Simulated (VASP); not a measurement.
# Zr5N (F-43m) in VASP: notebook, part 2 of 2

VASP 6.6.1.

**4. Relaxation of cell and atoms, PBE**

This run uses another cell than the first one, of 21.80 Å³/atom.

INCAR

```
SYSTEM = Zr5N
PREC = Accurate
ENCUT = 600
EDIFF = 1E-6
ISMEAR = 0
SIGMA = 0.1
LREAL = .FALSE.
LASPH = .TRUE.
NELM = 80
ALGO = Normal
ISIF = 3
LWAVE = .FALSE.
LCHARG = .FALSE.
GGA = PE
IBRION = 2
NSW = 100
EDIFFG = -0.01
```

KPOINTS

```
regular mesh
0
G
  8 8 8
  0 0 0
```

POSCAR

```
Zr5N
1.0
    0.0000000000      4.0290212147      4.0290212147
    4.0290212147      0.0000000000      4.0290212147
    4.0290212147      4.0290212147      0.0000000000
Zr N
5 1
Direct
    0.8676504303      0.3774498566      0.3774498566
    0.7500000000      0.7500000000      0.7500000000
    0.3774498566      0.3774498566      0.8676504303
    0.3774498566      0.8676504303      0.3774498566
    0.3774498566      0.3774498566      0.3774498566
    0.0000000000      0.0000000000      0.0000000000
```

Potentials or basis: VASP PAW PBE potentials, release 64 (Zr_sv, N).

The run is started by

```sh
$ cat potpaw_PBE.64/Zr_sv/POTCAR potpaw_PBE.64/N/POTCAR > POTCAR
$ mpirun -np 1 vasp_std > vasp.out
```

OUTCAR:

```text
SYSTEM = Zr5N
   PREC = Accurate
   ENCUT = 600
   EDIFF = 1E-6
   ISMEAR = 0
   LREAL = .FALSE.
   LASPH = .TRUE.
   NELM = 80
   ISIF = 3
   GGA = PE
   IBRION = 2
   NSW = 100
   EDIFFG = -0.01

 ion  position               nearest neighbor table
   1  0.868  0.377  0.377-   3 2.79   4 2.79   5 2.79   5 2.90   3 2.90   4 2.90   2 3.33   2 3.33
                             2 3.33
   2  0.750  0.750  0.750-   1 3.33   3 3.33   4 3.33   5 3.33   5 3.33   5 3.33   1 3.33   4 3.33
                             3 3.33   1 3.33   3 3.33   4 3.33
   3  0.377  0.377  0.868-   1 2.79   4 2.79   5 2.79   5 2.90   4 2.90   1 2.90   2 3.33   2 3.33
                             2 3.33
   4  0.377  0.868  0.377-   1 2.79   3 2.79   5 2.79   3 2.90   5 2.90   1 2.90   2 3.33   2 3.33
                             2 3.33
   5  0.377  0.377  0.377-   1 2.79   3 2.79   4 2.79   3 2.90   4 2.90   1 2.90   2 3.33   2 3.33
                             2 3.33
   6  0.000  0.000  0.000-

  LATTYP: Found a face centered cubic cell.
 ALAT       =     8.0580424294

  Lattice vectors:

 A1 = (   0.0000000000,   4.0290212147,   4.0290212147)
 A2 = (   4.0290212147,   0.0000000000,   4.0290212147)
 A3 = (   4.0290212147,   4.0290212147,   0.0000000000)

Analysis of symmetry for initial positions (statically):
=====================================================================
 Subroutine PRICEL returns:
 Original cell was already a primitive cell.

 Routine SETGRP: Setting up the symmetry group for a
 face centered cubic supercell.

 Subroutine GETGRP returns: Found 24 space group operations
 (whereof 24 operations were pure point group operations)
 out of a pool of 48 trial point group operations.

The static configuration has the point symmetry T_d .

Analysis of symmetry for dynamics (positions and initial velocities):
=====================================================================
 Subroutine PRICEL returns:
 Original cell was already a primitive cell.

 Routine SETGRP: Setting up the symmetry group for a
[... 143 lines left out ...]
   LEPSILON=     F    determine dielectric tensor
   LRPA    =     F    only Hartree local field effects (RPA)
 conjugate gradient relaxation of ions
 non-spin polarized calculation
 Gauss-broadening in eV      SIGMA  =   0.10
  energy-cutoff  :      600.00
  volume of cell :      130.81
 maximum number of plane-waves:      4398
 NGX is ok and might be reduce to    48
   NGX = 23   NGY = 23   NGZ = 23

--------------------------------------- Ionic step        1  -------------------------------------------

 number of electron      65.0000000 magnetization

 Free energy of the ion-electron system (eV)
  ---------------------------------------------------
  ext. energy  EPLUGINS =         0.00000000
  ---------------------------------------------------
  free energy    TOTEN  =       -44.11393760 eV

  energy without entropy =      -44.07112056  energy(sigma->0) =      -44.09252908

------------------------ aborting loop because EDIFF is reached ----------------------------------------

  FORCE on cell =-STRESS in cart. coord.  units (eV):
  Direction    XX          YY          ZZ          XY          YZ          ZX
  --------------------------------------------------------------------------------------
  -------------------------------------------------------------------------------------
  Total        0.3803204      0.3803204      0.3803204      0.0000000      0.0000000     -0.0000000
  in kB        4.6583437      4.6583437      4.6583437      0.0000000      0.0000000     -0.0000000
  external PRESSURE =       4.6583437 kB  Pullay stress =       0.0000000 kB
[... 187 lines left out ...]
--------------------------------------- Ionic step        6  -------------------------------------------

 number of electron      65.0000000 magnetization

 Free energy of the ion-electron system (eV)
  ---------------------------------------------------
  ext. energy  EPLUGINS =         0.00000000
  ---------------------------------------------------
  free energy    TOTEN  =       -44.11515587 eV

  energy without entropy =      -44.07197844  energy(sigma->0) =      -44.09356716

 E-fermi :   7.6070     XC(G=0): -10.7340

 val. band max:        7.6025344903   @ k =  -0.3750   0.1250   0.0000
 cond. band min:       7.6088544506   @ k =   0.5000   0.3750   0.1250
 fundamental gap:      0.0063199603
 Fermi energy:         7.6069540181

 k-point     1 :       0.0000    0.0000    0.0000
  band No.  band energies     occupation
      1     -41.2788      2.00000
      2     -40.8866      2.00000
      3     -40.5345      2.00000
      4     -40.5345      2.00000
      5     -40.5345      2.00000
      6     -20.2647      2.00000
[... 997 lines left out ...]
     38       9.0823      0.00000
     39       9.6183      0.00000

 [... further k-points ...]

------------------------ aborting loop because EDIFF is reached ----------------------------------------

  FORCE on cell =-STRESS in cart. coord.  units (eV):
  Direction    XX          YY          ZZ          XY          YZ          ZX
  --------------------------------------------------------------------------------------
  -------------------------------------------------------------------------------------
  Total        0.0241603      0.0241603      0.0241603     -0.0000000     -0.0000000      0.0000000
  in kB        0.2941188      0.2941188      0.2941188     -0.0000000     -0.0000000      0.0000000
  external PRESSURE =       0.2941188 kB  Pullay stress =       0.0000000 kB
[... 21 lines left out ...]
  FREE ENERGIE OF THE ION-ELECTRON SYSTEM (eV)
  ---------------------------------------------------
  free  energy   TOTEN  =       -44.1151558693 eV

  energy  without entropy=      -44.0719784427  energy(sigma->0) =      -44.09356716

 reached required accuracy - stopping structural energy minimisation
```

OSZICAR:

```text
N       E                     dE             d eps       ncg     rms          rms(c)
DAV:   1     0.748778255317E+03    0.74878E+03   -0.36879E+04  2262   0.182E+03
DAV:   2     0.227678651614E+02   -0.72601E+03   -0.70892E+03  2489   0.514E+02
DAV:   3    -0.404929734699E+02   -0.63261E+02   -0.60550E+02  3780   0.111E+02
[... 47 lines left out ...]
       N       E                     dE             d eps       ncg     rms          rms(c)
DAV:   1    -0.441151538709E+02   -0.16622E-04   -0.74653E-03  2332   0.573E-01    0.394E-02
DAV:   2    -0.441151582936E+02   -0.44227E-05   -0.19967E-04  2822   0.948E-02    0.153E-02
DAV:   3    -0.441151565088E+02    0.17848E-05   -0.22452E-05  3321   0.259E-02    0.812E-03
DAV:   4    -0.441151558693E+02    0.63948E-06   -0.76324E-06  2512   0.135E-02
   6 F= -.44115156E+02 E0= -.44093567E+02  d E =-.193751E-04
```

CONTCAR:

```text
Zr5N
   1.00000000000000
     0.0000000000000000    4.0372604329630306    4.0372604329630306
     4.0372604329630306    0.0000000000000000    4.0372604329630306
     4.0372604329630306    4.0372604329630306   -0.0000000000000000
  Zr              N
     5     1
Direct
     0.8676369428647894    0.3774543524117398    0.3774543524117398
     0.7500000000000000    0.7500000000000000    0.7500000000000000
     0.3774543524117398    0.3774543524117398    0.8676369428647894
     0.3774543524117398    0.8676369428647894    0.3774543524117398
     0.3774543524117398    0.3774543524117398    0.3774543524117398
     1.0000000000000000    1.0000000000000000    1.0000000000000000

  0.00000000E+00  0.00000000E+00  0.00000000E+00
  0.00000000E+00  0.00000000E+00  0.00000000E+00
  0.00000000E+00  0.00000000E+00  0.00000000E+00
  0.00000000E+00  0.00000000E+00  0.00000000E+00
  0.00000000E+00  0.00000000E+00  0.00000000E+00
  0.00000000E+00  0.00000000E+00  0.00000000E+00
```

It took 8.5 min on 1 thread of AMD EPYC 9R45 (Zen 5), shared host; peak memory 0.39 GiB.

Results:

* Free energy: -44.1152 eV
* Relaxed volume: 21.94 Å³/atom
* Relaxed cell: a = 5.710 Å, b = 5.710 Å, c = 5.710 Å, α = 60.00°, β = 60.00°, γ = 60.00°
* Space group after relaxing (to 0.1 Å): F-43m (No. 216)
* Energy gained by relaxing: 0.2 meV/atom
* Ionic steps: 6
* Pressure after relaxing: 0.0 GPa
* Band gap on the k mesh: zero (an odd number of electrons rules out a gap without spin polarisation)

Step by step:
```tsv
step	energy change (eV)	largest force (eV/Å)	pressure (GPa)	volume (Å³)
1	0.0000	0.0157	0.47	130.81
2	-0.0009	0.0272	-0.20	132.01
3	-0.0012	0.0137	0.00	131.62
4	-0.0012	0.0131	0.00	131.61
5	-0.0012	0.0125	0.01	131.59
6	-0.0012	0.0015	0.03	131.61
```

Final structure:
```yaml
crystal:
  lattice:
    - [0.00000, 4.03726, 4.03726]
    - [4.03726, 0.00000, 4.03726]
    - [4.03726, 4.03726, 0.00000]
  atoms:
    - { symbol: Zr, position: [0.86764, 0.37745, 0.37745] }
    - { symbol: Zr, position: [0.75000, 0.75000, 0.75000] }
    - { symbol: Zr, position: [0.37745, 0.37745, 0.86764] }
    - { symbol: Zr, position: [0.37745, 0.86764, 0.37745] }
    - { symbol: Zr, position: [0.37745, 0.37745, 0.37745] }
    - { symbol: N, position: [0.00000, 0.00000, 0.00000] }
```

**5. Summary**

```csv
task,cell,k mesh,cutoff (eV),gap on the mesh (eV),pressure (GPa),relaxed volume (Å³/atom)
relaxation of cell and atoms,"relaxed from a = 5.129 Å, angles 60.0°, 6 atoms, atomic positions A",4 × 4 × 4,600,none,-0.1,21.88
single point,"a = 5.709 Å, angles 60.0°, 6 atoms, atomic positions B",8 × 8 × 8,520,none,0.0,-
relaxation of cell and atoms,"relaxed from a = 5.698 Å, angles 60.0°, 6 atoms, atomic positions B",8 × 8 × 8,600,none,0.0,21.94
```

Alike in all rows: level PBE; potentials or basis VASP PAW PBE potentials, release 64 (Zr_sv, N); no spin polarisation; smearing gaussian 0.1 eV.

Caveats: some runs use coarse meshes; the volume moved by over 15 % at a fixed basis, so the end points are rough (at least some runs).

Total energies depend on the potentials used, so only differences within one code and one set of settings carry meaning.

The gap in the log of VASP goes by the Fermi energy; the results here count the filled bands.